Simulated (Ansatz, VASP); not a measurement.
# Two plane-wave programs on Sc

Contents of INCAR:

```
SYSTEM = Sc
  PREC = Accurate
  ENCUT = 600
  EDIFF = 1E-6
  ISMEAR = 0
  SIGMA = 0.1
  LREAL = .FALSE.
  LASPH = .TRUE.
  NELM = 60
  ALGO = Normal
  ISIF = 3
  LWAVE = .FALSE.
  LCHARG = .FALSE.
  GGA = PS
  IBRION = 2
  NSW = 80
  EDIFFG = -0.01
```

Contents of KPOINTS:

```
Automatic mesh
0
G
  12 12 8
  0 0 0
```

Contents of POSCAR:

```
Sc
1.0
    3.3272063044      0.0000000000      0.0000000000
   -1.6636031522      2.8814451832      0.0000000000
    0.0000000000      0.0000000000      5.1660570942
Sc
2
Direct
    0.3333333333      0.6666666667      0.2500000000
    0.6666666667      0.3333333333      0.7500000000
```

Input for Ansatz:

```yaml
crystal:
  lattice:
    - [3.3272063044, 0.0, 0.0]
    - [-1.6636031522, 2.8814451832, 0.0]
    - [0.0, 0.0, 5.1660570942]
  atoms:
    - { symbol: Sc, position: [0.3333333333, 0.6666666667, 0.25] }
    - { symbol: Sc, position: [0.6666666667, 0.3333333333, 0.75] }
basis:
  ecutwfc: 420
kpoints:
  mp_grid: { grid: [12, 12, 8] }
hamiltonian:
  xc: pbesol
scf:
  occupations: { method: gaussian, width: 0.1 }
output:
  forces: true
  stress: true
  eigenvalues: true
relax:
  adjacent_minimum: "off"
  f_tol: 0.01
  max_steps: 60
  cell: { stress_tol: 0.1 }
```

Alike in both runs: task relaxation of cell and atoms; functional PBEsol; k mesh 12 × 12 × 8; occupations gaussian, width 0.1 eV; no spin polarisation.

|  | VASP | Ansatz |
| --- | --- | --- |
| version | VASP 6.6.1 | Ansatz 0.2.0 |
| potentials or method | VASP PAW PBE potentials, release 64 (Sc_sv), cutoff 600 eV | scalar-relativistic, plane waves, PAW |
| valence electrons in the cell | 22 | 22 |

|  | VASP | Ansatz | Ansatz less VASP |
| --- | --- | --- | --- |
| gap on the k mesh at the Fermi level, each at its own relaxed structure (eV) | none | none | - |
| relaxed volume (Å³/atom) | 23.67 | 23.65 | -0.018 |
| relaxed cell length with the largest relative difference (Å) | 5.091 | 5.089 | -0.0025 |

VASP's potentials were made for PBE, not for PBEsol. A gap of «none» marks a metal or a gap that the smearing closes.
